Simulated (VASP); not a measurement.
TlBr (CsCl type):

```
Tl Br
1.0
     3.91200    0.00000    0.00000
     0.00000    3.91200    0.00000
     0.00000    0.00000    3.91200
Tl Br
1 1
Direct
  0.00000 0.00000 0.00000
  0.50000 0.50000 0.50000
```

This cell differs from its parent crystal: volume scaled by 0.9.

Base run:

```yaml
Program: VASP 6.6.1
Functional: PBE
Potentials_or_basis: VASP PAW PBE potentials, release 64 (Tl_d, Br)
Cutoff: 500 eV
k_mesh: 12 × 12 × 12
Occupations: fermi-dirac, width 0.08 eV
Spin: no spin polarisation
```

Its results: band gap on the k mesh 1.72 eV, direct; pressure 2.7 GPa.

**Question.** The run is repeated on the same cell with these changes: k mesh from 12 × 12 × 12 to 12 × 12 × 12, shifted; occupations from fermi-dirac, width 0.08 eV to tetrahedron. What comes out?

**Answer.** Band gap on the k mesh 2.08 eV, direct; pressure 2.7 GPa.

Caveats: spin-orbit coupling is left out, which moves the levels of the heavy elements.

A k mesh can miss the band edges.
